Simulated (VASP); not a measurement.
# NaI4 (C2/m) in VASP: notebook

Runs on NaI4. Level: PBE+D3(BJ). Tasks: single point, relaxation of cell and atoms.

Everything below comes from runs of VASP 6.6.1. Logs are shortened: lines on timing, memory, paths and dates and some standing lists are left out, and cuts for length are marked.

## 1. The cell of the first run

Symmetry: C2/m, No. 12, monoclinic system. The conventional cell has a = 6.229 Å, b = 6.229 Å, c = 8.422 Å, α = 90.00°, β = 90.00°, γ = 90.00°. Within 3.7 Å of Na (site symmetry 2/m) lie 8 I at 2.82 to 3.58 Å. Within 3.7 Å of I (site symmetry 1) lie 2 Na at 2.82 to 3.58 Å and 4 I at 3.11 Å.

## 2. Single point, PBE+D3(BJ)

Contents of INCAR:

```
SYSTEM = NaI4
PREC     = Accurate       ! precision mode
ENCUT    = 520            ! plane-wave cutoff, eV
EDIFF    = 1E-6           ! SCF threshold, eV
ISMEAR   = 0              ! smearing method
SIGMA    = 0.1            ! smearing width, eV
LREAL    = .False.        ! projectors in reciprocal space
LASPH    = .True.         ! aspherical terms in the spheres
NELM     = 100            ! most SCF steps
ALGO     = Normal         ! electronic algorithm
ISIF     = 2              ! what is computed and relaxed
LWAVE    = .False.        ! write WAVECAR
LCHARG   = .True.         ! write CHGCAR
GGA      = PE             ! functional
IVDW     = 12             ! dispersion correction
LELF     = .True.         ! ELF
LVHAR    = .True.       
NBANDS   = 26             ! bands
```

Contents of KPOINTS:

```
Automatic mesh
0
Gamma
  4 4 2
  0 0 0
```

Contents of POSCAR:

```
NaI4
1.0
    3.1144826500     -3.1144826500      0.0000000000
    3.1144826500      3.1144826500      0.0000000000
    0.0000000000      0.0000000000      8.4216467900
Na I
1 4
Direct
    0.0000000000      0.0000000000      0.0000000000
    0.8750000000      0.3750000000      0.7368895400
    0.3750000000      0.8750000000      0.7368895400
    0.6250000000      0.1250000000      0.2631104600
    0.1250000000      0.6250000000      0.2631104600
```

Potentials or basis: VASP PAW PBE potentials, release 64 (Na_pv, I).

On the command line:

```console
cat potpaw_PBE.64/Na_pv/POTCAR potpaw_PBE.64/I/POTCAR > POTCAR
mpirun -np 1 vasp_std > vasp.out
```

OUTCAR:

```text
SYSTEM = NaI4
   PREC = Accurate
   ENCUT = 520
   EDIFF = 1E-6
   ISMEAR = 0
   LREAL = .False.
   LASPH = .True.
   NELM = 100
   ISIF = 2
   GGA = PE
   IVDW = 12
 IVDW          = 12

 ion  position               nearest neighbor table
   1  0.000  0.000  0.000-   2 2.82   3 2.82   4 2.82   5 2.82
   2  0.875  0.375  0.737-   1 2.82   3 3.11   3 3.11   3 3.11   3 3.11
   3  0.375  0.875  0.737-   1 2.82   2 3.11   2 3.11   2 3.11   2 3.11
   4  0.625  0.125  0.263-   1 2.82   5 3.11   5 3.11   5 3.11   5 3.11
   5  0.125  0.625  0.263-   1 2.82   4 3.11   4 3.11   4 3.11   4 3.11

  LATTYP: Found a simple tetragonal cell.
 ALAT       =     4.4045436034
 C/A-ratio  =     1.9120361945

  Lattice vectors:

 A1 = (   3.1144826500,  -3.1144826500,   0.0000000000)
 A2 = (   3.1144826500,   3.1144826500,   0.0000000000)
 A3 = (   0.0000000000,   0.0000000000,   8.4216467900)

Analysis of symmetry for initial positions (statically):
=====================================================================
 Subroutine PRICEL returns:
 Original cell was already a primitive cell.

 Routine SETGRP: Setting up the symmetry group for a
 simple tetragonal supercell.

 Subroutine GETGRP returns: Found  4 space group operations
 (whereof  4 operations were pure point group operations)
 out of a pool of 16 trial point group operations.

The static configuration has the point symmetry C_2h.

Analysis of symmetry for dynamics (positions and initial velocities):
=====================================================================
 Subroutine PRICEL returns:
 Original cell was already a primitive cell.

 Routine SETGRP: Setting up the symmetry group for a
 simple tetragonal supercell.

 Subroutine GETGRP returns: Found  4 space group operations
 (whereof  4 operations were pure point group operations)
 out of a pool of 16 trial point group operations.

The dynamic configuration has the point symmetry C_2h.

 Subroutine INISYM returns: Found  4 space group operations
 (whereof  4 operations are pure point group operations),
 and found     1 'primitive' translations

----------------------------------------------------------------------------------------

                                     Primitive cell

  volume of cell :     163.3800

  direct lattice vectors                    reciprocal lattice vectors
     3.114482650 -3.114482650  0.000000000     0.160540307 -0.160540307  0.000000000
     3.114482650  3.114482650  0.000000000     0.160540307  0.160540307  0.000000000
     0.000000000  0.000000000  8.421646790     0.000000000  0.000000000  0.118741622

  length of vectors
     4.404543603  4.404543603  8.421646790     0.227038279  0.227038279  0.118741622

  position of ions in fractional coordinates (direct lattice)
     0.000000000  0.000000000  0.000000000
     0.875000000  0.375000000  0.736889540
     0.375000000  0.875000000  0.736889540
     0.625000000  0.125000000  0.263110460
     0.125000000  0.625000000  0.263110460

  ion indices of the primitive-cell ions
   primitive index   ion index
                 1           1
                 2           2
                 3           3
                 4           4
                 5           5

----------------------------------------------------------------------------------------

 KPOINTS: Automatic mesh

Automatic generation of k-mesh.
 Grid dimensions read from file:
 generate k-points for:    4    4    2

 Generating k-lattice:

  Cartesian coordinates                     Fractional coordinates (reciprocal lattice)
     0.040135077 -0.040135077  0.000000000     0.250000000  0.000000000  0.000000000
     0.040135077  0.040135077  0.000000000     0.000000000  0.250000000  0.000000000
     0.000000000  0.000000000  0.059370811     0.000000000  0.000000000  0.500000000

  Length of vectors
     0.056759570  0.056759570  0.059370811

  Shift w.r.t. Gamma in fractional coordinates (k-lattice)
     0.000000000  0.000000000  0.000000000

 Subroutine IBZKPT returns following result:
 ===========================================

 Found     14 irreducible k-points:

 Following reciprocal coordinates:
            Coordinates               Weight
  0.000000  0.000000  0.000000      1.000000
  0.250000  0.000000  0.000000      4.000000
  0.500000  0.000000  0.000000      2.000000
  0.250000  0.250000  0.000000      2.000000
 -0.250000  0.250000  0.000000      2.000000
  0.500000  0.250000  0.000000      4.000000
  0.500000  0.500000  0.000000      1.000000
  0.000000  0.000000  0.500000      1.000000
  0.250000  0.000000  0.500000      4.000000
  0.500000  0.000000  0.500000      2.000000
  0.250000  0.250000  0.500000      2.000000
 -0.250000  0.250000  0.500000      2.000000
  0.500000  0.250000  0.500000      4.000000
  0.500000  0.500000  0.500000      1.000000
   k-points           NKPTS =     14   k-points in BZ     NKDIM =     14   number of bands    NBANDS=     26
   number of dos      NEDOS =    301   number of ions     NIONS =      5
   total plane-waves  NPLWV =  82944
   dimension x,y,z NGX =    36 NGY =   36 NGZ =   64
   dimension x,y,z NGXF=    72 NGYF=   72 NGZF=  128
   ions per type =               1   4
   NGX,Y,Z   is equivalent  to a cutoff of  13.59, 13.59, 12.63 a.u.
   NGXF,Y,Z  is equivalent  to a cutoff of  27.18, 27.18, 25.27 a.u.
 SYSTEM =  NaI4
   PREC   = accura    normal or accurate (medium, high low for compatibility)
   ISTART =      0    job   : 0-new  1-cont  2-samecut
   ICHARG =      2    charge: 1-file 2-atom 10-const
   ISPIN  =      1    spin polarized calculation?
   LNONCOLLINEAR =      F non collinear calculations
   LSORBIT =      F    spin-orbit coupling
   LASPH  =      T    aspherical Exc in radial PAW
   ENCUT  =  520.0 eV  38.22 Ry    6.18 a.u.   8.19  8.19 15.66*2*pi/ulx,y,z
   NELM   =    100;   NELMIN=  2; NELMDL= -5     # of ELM steps
   EDIFF  = 0.1E-05   stopping-criterion for ELM
   LREAL  =      F    real-space projection
   EDIFFG = 0.1E-04   stopping-criterion for IOM
   NSW    =      0    number of steps for IOM
   IBRION =     -1    ionic relax: 0-MD 1-quasi-New 2-CG
   NFREE  =      0    steps in history (QN), initial steepest desc. (CG)
   ISIF   =      2    stress and relaxation
   ISYM   =      2    0-nonsym 1-usesym 2-fastsym
   POTIM  = 0.5000    time-step for ionic-motion
   TEBEG  =    0.0;   TEEND  =   0.0 temperature during run
   PSTRESS=    0.0 pullay stress
   NELECT =      35.0000    total number of electrons
   NUPDOWN=      -1.0000    fix difference up-down
   EMIN   =  10.00;   EMAX   =-10.00  energy-range for DOS
   EFERMI =   0.00;   METHOD = LEGACY
   ISMEAR =     0;   SIGMA  =   0.10  broadening in eV -4-tet -1-fermi 0-gaus
   EFERMI_NEDOS =   21; number of points for ismear=-14 and -15
   IALGO  =     38    algorithm
   IMIX   =      4    mixing-type and parameters
     AMIX     =   0.40;   BMIX     =  1.00
     AMIX_MAG =   1.60;   BMIX_MAG =  1.00
  volume/ion in A,a.u.               =      32.68       220.51
  Fermi-wavevector in a.u.,A,eV,Ry     =   0.979560  1.851101 13.055315  0.959539
  Thomas-Fermi vector in A             =   2.110423
   LORBIT       =      0    0 simple, 1 ext, 2 COOP (PROOUT), +10 PAW based schemes
   GGA     = PE    functional components
   LHFCALC =     F    Hartree Fock is set to
   AEXX    =    0.0000 exact exchange contribution
   IVDW    =    12    specifies the selected vdW correction
   LEPSILON=     F    determine dielectric tensor
   LRPA    =     F    only Hartree local field effects (RPA)
 non-spin polarized calculation
 Gauss-broadening in eV      SIGMA  =   0.10
  energy-cutoff  :      520.00
  volume of cell :      163.38
 maximum number of plane-waves:      4440
 NGX is ok and might be reduce to    36
   NGX = 17   NGY = 17   NGZ = 31

 number of electron      35.0000004 magnetization

 Free energy of the ion-electron system (eV)
  ---------------------------------------------------
  ext. energy  EPLUGINS =         0.00000000
  ---------------------------------------------------
  free energy    TOTEN  =        -7.42130016 eV

  energy without entropy =       -7.38008136  energy(sigma->0) =       -7.40069076

 E-fermi :   5.1450     XC(G=0):  -8.5690

 val. band max:        5.1229432154   @ k =   0.5000   0.2500   0.5000
 cond. band min:       5.1616093327   @ k =   0.5000   0.2500   0.0000
 fundamental gap:      0.0386661173
 Fermi energy:         5.1449970653

 k-point     1 :       0.0000    0.0000    0.0000
  band No.  band energies     occupation
      1     -19.2773      2.00000
      2     -19.2519      2.00000
      3     -19.2396      2.00000
      4      -9.8713      2.00000
      5      -9.6670      2.00000
      6      -6.4280      2.00000
[... 18 lines left out ...]
     25      11.2299      0.00000
     26      11.4674      0.00000

 k-point     2 :       0.2500    0.0000    0.0000
  band No.  band energies     occupation
      1     -19.2766      2.00000
      2     -19.2529      2.00000
      3     -19.2406      2.00000
      4      -9.5045      2.00000
      5      -9.3118      2.00000
      6      -7.1612      2.00000
[... 18 lines left out ...]
     25      11.4725      0.00000
     26      12.3014      0.00000

 k-point     3 :       0.5000    0.0000    0.0000
  band No.  band energies     occupation
      1     -19.2760      2.00000
      2     -19.2541      2.00000
      3     -19.2414      2.00000
      4      -8.5151      2.00000
      5      -8.4577      2.00000
      6      -8.3342      2.00000
[... 282 lines left out ...]
 k-point    13 :       0.5000    0.2500    0.5000
  band No.  band energies     occupation
      1     -19.2755      2.00000
      2     -19.2546      2.00000
      3     -19.2428      2.00000
      4      -8.2976      2.00000
      5      -8.2913      2.00000
      6      -8.2636      2.00000
[... 18 lines left out ...]
     25      12.6301      0.00000
     26      12.6555      0.00000

 k-point    14 :       0.5000    0.5000    0.5000
  band No.  band energies     occupation
      1     -19.2749      2.00000
      2     -19.2553      2.00000
      3     -19.2439      2.00000
      4      -8.1480      2.00000
      5      -8.1305      2.00000
      6      -8.1082      2.00000
[... 18 lines left out ...]
     25      13.1002      0.00000
     26      13.4663      0.00000

------------------------ aborting loop because EDIFF is reached ----------------------------------------

 Edisp (eV)   -1.66616

 E8    (eV) :    -0.7460

  FORCE on cell =-STRESS in cart. coord.  units (eV):
  Direction    XX          YY          ZZ          XY          YZ          ZX
  --------------------------------------------------------------------------------------
  -------------------------------------------------------------------------------------
  Total      10.70760    13.29601     3.24473     0.00000     0.00000    -1.64503
  in kB     105.00350   130.38666    31.81930     0.00000     0.00000   -16.13192
  external pressure =       89.07 kB  Pullay stress =        0.00 kB

 VOLUME and BASIS-vectors are now :
 -----------------------------------------------------------------------------
  energy-cutoff  :      520.00
  volume of cell :      163.38
      direct lattice vectors                 reciprocal lattice vectors
     3.114482650 -3.114482650  0.000000000     0.160540307 -0.160540307  0.000000000
     3.114482650  3.114482650  0.000000000     0.160540307  0.160540307  0.000000000
     0.000000000  0.000000000  8.421646790     0.000000000  0.000000000  0.118741622

 POSITION                                       TOTAL-FORCE (eV/Angst)
 -----------------------------------------------------------------------------------
      0.00000      0.00000      0.00000         0.000000     -0.000000      0.000000
      3.89310     -1.55724      6.20582         0.185755      0.359694     -0.453983
      3.89310      1.55724      6.20582         0.185755     -0.359694     -0.453983
      2.33586     -1.55724      2.21582        -0.185755      0.359694      0.453983
      2.33586      1.55724      2.21582        -0.185755     -0.359694      0.453983
 -----------------------------------------------------------------------------------
    total drift:                               -0.000000     -0.000000     -0.000000

  FREE ENERGIE OF THE ION-ELECTRON SYSTEM (eV)
  ---------------------------------------------------
  free  energy   TOTEN  =        -9.0874634217 eV

  energy  without entropy=       -9.0462446227  energy(sigma->0) =       -9.06685402
```

It took 34 s on 1 thread of AMD EPYC 9R45 (Zen 5), shared host; peak memory 0.25 GiB.

Results:

- Free energy: -9.0875 eV
- Pressure: 8.9 GPa
- Largest force: 0.608 eV/Å
- Band gap on the k mesh: zero (an odd number of electrons rules out a gap without spin polarisation)
- Dispersion energy per atom: -0.333 eV

Forces on the atoms (eV/Å):
```
Na   0.000  0.000  0.000
I    0.186  0.360 -0.454
I    0.186 -0.360 -0.454
I   -0.186  0.360  0.454
I   -0.186 -0.360  0.454
```

Stress tensor (GPa, compression positive):
```
10.50  0.00 -1.61
 0.00 13.04  0.00
-1.61  0.00  3.18
```

Levels at points of the mesh, in eV from the Fermi level:
| k point | band 14 | band 15 | band 16 | band 17 | band 18 | band 19 | band 20 | band 21 |
| --- | --- | --- | --- | --- | --- | --- | --- | --- |
| (0.00, 0.00, 0.00) | -1.58 | -1.53 | 0.38 | 0.39 | 0.51 | 0.54 | 2.28 | 2.62 |
| (0.50, 0.00, 0.00) | -3.00 | -2.97 | -2.88 | -2.85 | -2.48 | -2.47 | 4.02 | 4.06 |
| (0.50, 0.50, 0.00) | -3.02 | -2.23 | 1.64 | 1.67 | 1.71 | 1.79 | 2.45 | 3.74 |
| (0.00, 0.00, 0.50) | -1.54 | -1.47 | 0.42 | 0.45 | 0.47 | 0.48 | 2.56 | 2.60 |
| (0.50, 0.00, 0.50) | -3.08 | -3.01 | -2.95 | -2.88 | -2.83 | -2.80 | 4.70 | 4.78 |
| (0.50, 0.50, 0.50) | -2.94 | -2.90 | 1.65 | 1.69 | 1.72 | 1.75 | 2.98 | 3.20 |

Caveat: the k points lie up to 0.37 Å⁻¹ apart, too coarse for converged energies and pressures of a metal; spin-orbit coupling is left out, which moves the levels of the heavy elements; an odd number of electrons without spin polarisation forces a metal; a magnetic or distorted state may lie lower.

## 3. Single point, PBE+D3(BJ)

This run uses another cell than the first one, of 42.20 Å³/atom.

Contents of INCAR:

```
PREC = Accurate
ENCUT = 520
EDIFF = 1E-7
ISMEAR = 0
SIGMA = 0.1
LREAL = F
LASPH = T
NELM = 60
ALGO = Normal
ISIF = 2
LWAVE = F
LCHARG = F
GGA = PE
IVDW = 12
NBANDS = 26
```

Contents of KPOINTS:

```
Automatic mesh
0
Gamma
  4 4 2
```

Contents of POSCAR:

```
NaI4
1.0
    2.9985839289     -4.2760884040     -0.0563124335
    2.9985839289      4.2760884040     -0.0563124335
   -0.1522703699      0.0000000000      8.2307073383
Na I
1 4
Direct
    0.0000000000      0.0000000000      0.0000000000
    0.8831974937      0.3929802129      0.7453532970
    0.3929802129      0.8831974937      0.7453532970
    0.6070197871      0.1168025063      0.2546467030
    0.1168025063      0.6070197871      0.2546467030
```

Potentials or basis: VASP PAW PBE potentials, release 64 (Na_pv, I).

On the command line:

```console
cat potpaw_PBE.64/Na_pv/POTCAR potpaw_PBE.64/I/POTCAR > POTCAR
mpirun -np 1 vasp_std > vasp.out
```

It took 42 s on 1 thread of AMD EPYC 9R45 (Zen 5), shared host; peak memory 0.29 GiB.

Results (log left out):

| Quantity | Value |
| --- | --- |
| Free energy | -11.1519 eV |
| Pressure | 0.0 GPa |
| Largest force | 0.017 eV/Å |
| Band gap on the k mesh | zero (an odd number of electrons rules out a gap without spin polarisation) |
| Dispersion energy per atom | -0.250 eV |

Forces on the atoms (eV/Å):
```
Na   0.000  0.000  0.000
I    0.003  0.014 -0.010
I    0.003 -0.014 -0.010
I   -0.003  0.014  0.010
I   -0.003 -0.014  0.010
```

Stress tensor (GPa, compression positive):
```
-0.18  0.00 -0.02
 0.00  0.24  0.00
-0.02  0.00  0.02
```

Levels at points of the mesh, in eV from the Fermi level:
| k point | band 14 | band 15 | band 16 | band 17 | band 18 | band 19 | band 20 | band 21 |
| --- | --- | --- | --- | --- | --- | --- | --- | --- |
| (0.00, 0.00, 0.00) | -1.79 | -1.76 | -1.24 | -0.99 | 2.36 | 2.50 | 2.87 | 4.26 |
| (0.50, 0.00, 0.00) | -2.13 | -2.09 | -2.06 | -2.05 | -1.44 | -1.41 | 4.47 | 4.94 |
| (0.50, 0.50, 0.00) | -1.46 | -1.21 | -0.53 | -0.49 | 2.49 | 2.62 | 3.18 | 4.96 |
| (0.00, 0.00, 0.50) | -1.80 | -1.75 | -1.17 | -0.93 | 2.42 | 2.44 | 3.54 | 4.03 |
| (0.50, 0.00, 0.50) | -2.31 | -2.16 | -2.09 | -2.05 | -2.02 | -2.02 | 4.83 | 5.39 |
| (0.50, 0.50, 0.50) | -1.38 | -1.12 | -0.53 | -0.48 | 2.54 | 2.57 | 3.85 | 4.66 |

Caveat: the k points lie up to 0.38 Å⁻¹ apart, too coarse for converged energies and pressures of a metal; spin-orbit coupling is left out, which moves the levels of the heavy elements; an odd number of electrons without spin polarisation forces a metal; a magnetic or distorted state may lie lower.

(Part 1 of 2 ends here.)
